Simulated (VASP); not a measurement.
Write the native input for VASP 6.6.1 that does the following.

* Task: single point
* Functional: LDA
* Potentials or basis: VASP PAW LDA potentials, release 64 (Al, O)
* Cutoff: 520 eV
* k mesh: 9 × 9 × 4
* Occupations: gaussian, width 0.05 eV
* Spin: no spin polarisation
* Dipole correction: no
* Further INCAR settings: ALGO = Normal; EDIFF = 1e-06; NBANDS = 20

The structure of Al2O3 lies in POSCAR:

```
Al2O3
1.0
    3.1150709442      0.0000000000      0.0000000000
   -1.5575354721      2.6977305722      0.0000000000
    0.0000000000      0.0000000000     10.0836948168
Al O
2 3
Direct
    0.0000000000      0.0000000000      0.1499923300
    0.0000000000      0.0000000000      0.8500076700
    0.3333333333      0.6666666667      0.2223169200
    0.6666666667      0.3333333333      0.0000000000
    0.3333333333      0.6666666667      0.7776830800
```

This cell differs from its parent crystal: strain +0.080 along x and y, +0.080 along z.

One way to write it, as run:

INCAR

```
  PREC = Accurate
  ENCUT = 520
  EDIFF = 1E-6
  ISMEAR = 0
  SIGMA = 0.05
  LREAL = False
  LASPH = True
  NELM = 100
  ALGO = Normal
  ISIF = 2
  LWAVE = False
  LCHARG = False
  GGA = CA
  NBANDS = 20
```

KPOINTS

```
regular mesh
0
Gamma
  9 9 4
```

Potentials or basis: VASP PAW LDA potentials, release 64 (Al, O).

Run with:

```console
$ cat potpaw_LDA.64/Al/POTCAR potpaw_LDA.64/O/POTCAR > POTCAR
$ mpirun -np 1 vasp_std > vasp.out
```

Results of the run:

- Pressure: -24.8 GPa
- Largest force: 2.283 eV/Å
- Band gap on the k mesh: 2.92 eV (least direct gap 3.07 eV)

Caveat: the cell differs from its parent crystal (strain +0.080 along x and y, +0.080 along z); the cell stands under tension; an odd mesh through Γ misses points on the zone boundary, where band edges can lie; forces of over 1 eV/Å act on the atoms, so gaps and moduli don't describe the material at rest.

Run time: 76 s on 1 thread of AMD EPYC 7R13, on a shared host, peak memory 0.16 GiB.
